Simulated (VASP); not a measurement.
# K2CrCl4 (P1) in VASP: single point with BLYP

Aim: the single point of K2CrCl4 with BLYP.

Program: VASP 6.6.1. These are calculated values, not measurements. Logs are shortened: lines on timing, memory, paths and dates and some standing lists are left out, and cuts for length are marked.

## 1. The cell of the first run

The typed cell holds 14 atoms: a = 4.316 Å, b = 12.748 Å, c = 7.638 Å, α = 89.98°, β = 92.54°, γ = 89.89°.

## 2. Single point, BLYP

File INCAR:

```
SYSTEM = K2CrCl4
PREC = Accurate
ENCUT = 520
EDIFF = 1E-7
ISMEAR = 0
SIGMA = 0.0355
LREAL = .FALSE.
LASPH = .TRUE.
NELM = 100
ALGO = Normal
ISIF = 2
LWAVE = .FALSE.
LCHARG = .FALSE.
GGA = B5
ALDAX = 1.0
AGGAX = 1.0
AGGAC = 1.0
ALDAC = 0.0
NBANDS = 71
```

File KPOINTS:

```
Automatic mesh
0
Gamma
  4 2 3
  0.5 0 0.5
```

File POSCAR:

```
K2CrCl4
1.0
    4.3156500000      0.0039840000     -0.0030100000
    0.0117170000     12.7480990000      0.0030440000
   -0.3332220000      0.0015240000      7.6311280000
K Cl Cr
4 8 2
Direct
    0.5135280000      0.1799790000      0.4062720000
    0.4854070000      0.6822050000      0.1023340000
    0.4882520000      0.8259980000      0.5874330000
    0.5190630000      0.3224080000      0.9012800000
    0.0036900000      0.1971180000      0.1139130000
    0.9982430000      0.6993240000      0.3910860000
    0.9867900000      0.8043840000      0.8748490000
    0.0019130000      0.3034270000      0.6258460000
    0.4360000000      0.9527170000      0.2494960000
    0.5598380000      0.4540610000      0.2543290000
    0.5642570000      0.0449390000      0.7498530000
    0.4514490000      0.5473160000      0.7432650000
    0.9902000000      0.9963790000      0.9992040000
    0.0037730000      0.4997430000      0.4990660000
```

Potentials or basis: VASP PAW PBE potentials, release 64 (K_sv, Cl, Cr_pv).

The run is started by

```sh
> cat potpaw_PBE.64/K_sv/POTCAR potpaw_PBE.64/Cl/POTCAR potpaw_PBE.64/Cr_pv/POTCAR > POTCAR
> mpirun -np 1 vasp_std > vasp.out
```

OUTCAR:

```text
SYSTEM = K2CrCl4
   PREC = Accurate
   ENCUT = 520
   EDIFF = 1E-7
   ISMEAR = 0
   LREAL = .FALSE.
   LASPH = .TRUE.
   NELM = 100
   ISIF = 2
   GGA = B5

 ion  position               nearest neighbor table
   1  0.514  0.180  0.406-   8 3.07   5 3.07  11 3.14   9 3.15   5 3.15   8 3.24
   2  0.485  0.682  0.102-   6 3.06   7 3.12   6 3.12  10 3.14  12 3.24   7 3.24
   3  0.488  0.826  0.587-   6 3.01   7 3.02   9 3.04  11 3.07   6 3.16   7 3.16
   4  0.519  0.322  0.901-   8 3.01   8 3.04   5 3.04  12 3.12  10 3.18   5 3.24
   5  0.004  0.197  0.114-  13 2.71   4 3.04   1 3.07   1 3.15   4 3.24
   6  0.998  0.699  0.391-  14 2.67   3 3.01   2 3.06   2 3.12   3 3.16
   7  0.987  0.804  0.875-  13 2.63   3 3.02   2 3.12   3 3.16   2 3.24
   8  0.002  0.303  0.626-  14 2.68   4 3.01   4 3.04   1 3.07   1 3.24
   9  0.436  0.953  0.249-  13 2.71   3 3.04   1 3.15
  10  0.560  0.454  0.254-  14 2.68   2 3.14   4 3.18
  11  0.564  0.045  0.750-  13 2.66   3 3.07   1 3.14
  12  0.451  0.547  0.743-  14 2.70   4 3.12   2 3.24
  13  0.990  0.996  0.999-   7 2.63  11 2.66   5 2.71   9 2.71
  14  0.004  0.500  0.499-   6 2.67  10 2.68   8 2.68  12 2.70

  LATTYP: Found a triclinic cell.
 ALAT       =     4.3156528886
 B/A-ratio  =     3.1168535548
 C/A-ratio  =     1.7699291731
 COS(alpha) =     0.0145970135
 COS(beta)  =     0.0443211651
 COS(gamma) =     0.3190905700

  Lattice vectors:

 A1 = (   4.3156500000,   0.0039840000,  -0.0030100000)
 A2 = (   4.3039330000, -12.7441150000,  -0.0060540000)
 A3 = (   0.3332220000,  -0.0015240000,  -7.6311280000)

Analysis of symmetry for initial positions (statically):
=====================================================================
 Subroutine PRICEL returns:
 Original cell was already a primitive cell.

 Routine SETGRP: Setting up the symmetry group for a
 triclinic supercell.

 Subroutine GETGRP returns: Found  1 space group operations
 (whereof  1 operations were pure point group operations)
 out of a pool of  2 trial point group operations.

The static configuration has the point symmetry C_1 .

Analysis of symmetry for dynamics (positions and initial velocities):
=====================================================================
 Subroutine PRICEL returns:
 Original cell was already a primitive cell.

 Routine SETGRP: Setting up the symmetry group for a
 triclinic supercell.

 Subroutine GETGRP returns: Found  1 space group operations
 (whereof  1 operations were pure point group operations)
 out of a pool of  2 trial point group operations.

The dynamic configuration has the point symmetry C_1 .

 Subroutine INISYM returns: Found  1 space group operations
 (whereof  1 operations are pure point group operations),
 and found     1 'primitive' translations

----------------------------------------------------------------------------------------

                                     Primitive cell

  volume of cell :     419.8235

  direct lattice vectors                    reciprocal lattice vectors
     4.315650000  0.003984000 -0.003010000     0.231722061 -0.000215396  0.010118454
     0.011717000 12.748099000  0.003044000    -0.000072428  0.078443139 -0.000018828
    -0.333222000  0.001524000  7.631128000     0.000091429 -0.000031375  0.131046225

  length of vectors
     4.315652889 12.748104748  7.638399949     0.231942974  0.078443175  0.131046260

  position of ions in fractional coordinates (direct lattice)
     0.513528000  0.179979000  0.406272000
     0.485407000  0.682205000  0.102334000
     0.488252000  0.825998000  0.587433000
     0.519063000  0.322408000  0.901280000
     0.003690000  0.197118000  0.113913000
     0.998243000  0.699324000  0.391086000
     0.986790000  0.804384000  0.874849000
     0.001913000  0.303427000  0.625846000
     0.436000000  0.952717000  0.249496000
     0.559838000  0.454061000  0.254329000
     0.564257000  0.044939000  0.749853000
     0.451449000  0.547316000  0.743265000
     0.990200000  0.996379000  0.999204000
     0.003773000  0.499743000  0.499066000

  ion indices of the primitive-cell ions
   primitive index   ion index
                 1           1
                 2           2
[... 25 lines left out ...]
    -0.000036214  0.039221570 -0.000009414    -0.000000000  0.500000000 -0.000000000
     0.000030476 -0.000010458  0.043682075     0.000000000 -0.000000000  0.333333333

  Length of vectors
     0.057985744  0.039221588  0.043682087

  Shift w.r.t. Gamma in fractional coordinates (k-lattice)
     0.500000000  0.000000000  0.500000000

 Subroutine IBZKPT returns following result:
 ===========================================

 Found     12 irreducible k-points:

 Following reciprocal coordinates:
            Coordinates               Weight
  0.125000 -0.000000  0.166667      2.000000
  0.375000 -0.000000  0.166667      2.000000
 -0.375000  0.000000  0.166667      2.000000
 -0.125000  0.000000  0.166667      2.000000
  0.125000  0.500000  0.166667      2.000000
  0.375000  0.500000  0.166667      2.000000
 -0.375000  0.500000  0.166667      2.000000
 -0.125000  0.500000  0.166667      2.000000
  0.125000  0.000000  0.500000      2.000000
  0.375000 -0.000000  0.500000      2.000000
  0.125000  0.500000  0.500000      2.000000
  0.375000  0.500000  0.500000      2.000000
   k-points           NKPTS =     12   k-points in BZ     NKDIM =     12   number of bands    NBANDS=     71
   number of dos      NEDOS =    301   number of ions     NIONS =     14
   total plane-waves  NPLWV = 184320
   dimension x,y,z NGX =    32 NGY =   96 NGZ =   60
   dimension x,y,z NGXF=    64 NGYF=  192 NGZF=  120
   ions per type =               4   8   2
   NGX,Y,Z   is equivalent  to a cutoff of  12.33, 12.52, 13.06 a.u.
   NGXF,Y,Z  is equivalent  to a cutoff of  24.65, 25.04, 26.12 a.u.
 SYSTEM =  K2CrCl4
   PREC   = accura    normal or accurate (medium, high low for compatibility)
   ISTART =      0    job   : 0-new  1-cont  2-samecut
   ICHARG =      2    charge: 1-file 2-atom 10-const
   ISPIN  =      1    spin polarized calculation?
   LNONCOLLINEAR =      F non collinear calculations
   LSORBIT =      F    spin-orbit coupling
   LASPH  =      T    aspherical Exc in radial PAW
   ENCUT  =  520.0 eV  38.22 Ry    6.18 a.u.   8.02 23.70 14.20*2*pi/ulx,y,z
   NELM   =    100;   NELMIN=  2; NELMDL= -5     # of ELM steps
   EDIFF  = 0.1E-06   stopping-criterion for ELM
   LREAL  =      F    real-space projection
   EDIFFG = 0.1E-05   stopping-criterion for IOM
   NSW    =      0    number of steps for IOM
   IBRION =     -1    ionic relax: 0-MD 1-quasi-New 2-CG
   NFREE  =      0    steps in history (QN), initial steepest desc. (CG)
   ISIF   =      2    stress and relaxation
   ISYM   =      2    0-nonsym 1-usesym 2-fastsym
   POTIM  = 0.5000    time-step for ionic-motion
   TEBEG  =    0.0;   TEEND  =   0.0 temperature during run
   PSTRESS=    0.0 pullay stress
   NELECT =     116.0000    total number of electrons
   NUPDOWN=      -1.0000    fix difference up-down
   EMIN   =  10.00;   EMAX   =-10.00  energy-range for DOS
   EFERMI =   0.00;   METHOD = LEGACY
   ISMEAR =     0;   SIGMA  =   0.04  broadening in eV -4-tet -1-fermi 0-gaus
   EFERMI_NEDOS =   21; number of points for ismear=-14 and -15
   IALGO  =     38    algorithm
   IMIX   =      4    mixing-type and parameters
     AMIX     =   0.40;   BMIX     =  1.00
     AMIX_MAG =   1.60;   BMIX_MAG =  1.00
  volume/ion in A,a.u.               =      29.99       202.36
  Fermi-wavevector in a.u.,A,eV,Ry     =   1.066282  2.014980 15.469231  1.136956
  Thomas-Fermi vector in A             =   2.201861
   LORBIT       =      0    0 simple, 1 ext, 2 COOP (PROOUT), +10 PAW based schemes
   GGA     = B5    functional components
   LHFCALC =     F    Hartree Fock is set to
   AEXX    =    0.0000 exact exchange contribution
   IVDW    =     0    specifies the selected vdW correction
   LEPSILON=     F    determine dielectric tensor
   LRPA    =     F    only Hartree local field effects (RPA)
 non-spin polarized calculation
 Gauss-broadening in eV      SIGMA  =   0.04
  energy-cutoff  :      520.00
  volume of cell :      419.82
 maximum number of plane-waves:     11336
   NGX = 17   NGY = 47   NGZ = 29

 number of electron     116.0000000 magnetization

 Free energy of the ion-electron system (eV)
  ---------------------------------------------------
  ext. energy  EPLUGINS =         0.00000000
  ---------------------------------------------------
  free energy    TOTEN  =       -48.71156956 eV

  energy without entropy =      -48.64340823  energy(sigma->0) =      -48.67748889

 E-fermi :   1.3100     XC(G=0):  -7.4449

 val. band max:        1.3091218353   @ k =  -0.3750   0.0000   0.1667
 cond. band min:       1.3118189164   @ k =  -0.3750   0.5000   0.1667
 fundamental gap:      0.0026970812
 Fermi energy:         1.3100225810

 k-point     1 :       0.1250   -0.0000    0.1667
  band No.  band energies     occupation
      1     -41.7091      2.00000
      2     -41.7076      2.00000
      3     -41.6666      2.00000
      4     -41.6600      2.00000
      5     -41.5340      2.00000
      6     -41.5302      2.00000
[... 865 lines left out ...]
     69       6.5924      0.00000
     70       6.6597      0.00000
 [bands above 70 left out]

------------------------ aborting loop because EDIFF is reached ----------------------------------------

  FORCE on cell =-STRESS in cart. coord.  units (eV):
  Direction    XX          YY          ZZ          XY          YZ          ZX
  --------------------------------------------------------------------------------------
  -------------------------------------------------------------------------------------
  Total       -5.6769364     -7.5692747     -4.8006450     -0.1191370     -0.1803700     -0.7056980
  in kB      -21.6649580    -28.8867105    -18.3207569     -0.4546640     -0.6883479     -2.6931634
  external PRESSURE =     -22.9574751 kB  Pullay stress =       0.0000000 kB

 VOLUME and BASIS-vectors are now :
 -----------------------------------------------------------------------------
  energy-cutoff  :      520.00
  volume of cell :      419.82
      direct lattice vectors                 reciprocal lattice vectors
     4.315650000  0.003984000 -0.003010000     0.231722061 -0.000215396  0.010118454
     0.011717000 12.748099000  0.003044000    -0.000072428  0.078443139 -0.000018828
    -0.333222000  0.001524000  7.631128000     0.000091429 -0.000031375  0.131046225

 POSITION                                       TOTAL-FORCE (eV/Angst)
 -----------------------------------------------------------------------------------
      2.08294      2.29706      3.09932        -0.026559      0.082378     -0.027334
      2.06874      8.69891      0.78154         0.002079      0.059360     -0.137634
      1.92106     10.53274      4.48382        -0.006262     -0.127185      0.099203
      1.94355      4.11353      6.87720        -0.071095     -0.052620      0.159046
     -0.01972      2.51307      0.86987         0.040960     -1.099709     -0.328607
      4.18594      8.91962      2.98355        -0.078927     -1.142086      0.245245
      3.97655     10.25963      6.67556         0.060986      1.001535      0.614556
     -0.19673      3.86908      4.77683         0.100603      1.024525     -0.635037
      1.80965     12.14745      1.90552        -0.212657      0.287511     -1.317183
      2.33664      5.79103      1.94051         0.207681      0.284828      1.193570
      2.18579      0.57628      5.72066         0.242131     -0.210234      1.218746
      1.70704      6.98017      5.67226        -0.214994     -0.266731     -1.143675
      3.95207     12.70741      7.62511        -0.016098      0.097065     -0.062176
     -0.14416      6.37155      3.80995        -0.027849      0.061363      0.121279
 -----------------------------------------------------------------------------------
    total drift:                                0.001103      0.000574     -0.001560

  FREE ENERGIE OF THE ION-ELECTRON SYSTEM (eV)
  ---------------------------------------------------
  free  energy   TOTEN  =       -48.7115695601 eV

  energy  without entropy=      -48.6434082282  energy(sigma->0) =      -48.67748889
```

Run time: 55 min. Hardware: 1 thread of Intel Xeon Platinum 8375C at 2.90GHz (Ice Lake), shared host; peak memory 0.58 GiB.

Results:

* Free energy: -48.7116 eV
* Pressure: -2.3 GPa
* Largest force: 1.365 eV/Å
* Band gap on the k mesh: zero (filled and empty bands overlap)

Forces in eV/Å, atoms in the order of the input:
```
K   -0.027  0.082 -0.027
K    0.002  0.059 -0.138
K   -0.006 -0.127  0.099
K   -0.071 -0.053  0.159
Cl   0.041 -1.100 -0.329
Cl  -0.079 -1.142  0.245
Cl   0.061  1.002  0.615
Cl   0.101  1.025 -0.635
Cl  -0.213  0.288 -1.317
Cl   0.208  0.285  1.194
Cl   0.242 -0.210  1.219
Cl  -0.215 -0.267 -1.144
Cr  -0.016  0.097 -0.062
Cr  -0.028  0.061  0.121
```

Stress tensor (GPa, compression positive):
```
-2.17 -0.05 -0.27
-0.05 -2.89 -0.07
-0.27 -0.07 -1.83
```

Levels at points of the mesh, in eV from the Fermi level:
```tsv
k point	band 56	band 57	band 58	band 59	band 60	band 61
(0.12, 0.00, 0.17)	-0.14	-0.02	-0.01	0.01	0.04	0.42
```

Caveat: the k points lie up to 0.36 Å⁻¹ apart; the PAW data sets were made with another functional, which shifts forces and pressure a little; the run has no spin polarisation, though such a crystal can be magnetic; semilocal functionals often make such compounds metallic where correlation or magnetic order opens a gap, which also shifts bond lengths. Spin polarisation is off, so any magnetic state and its effect on volume and gap are missing.
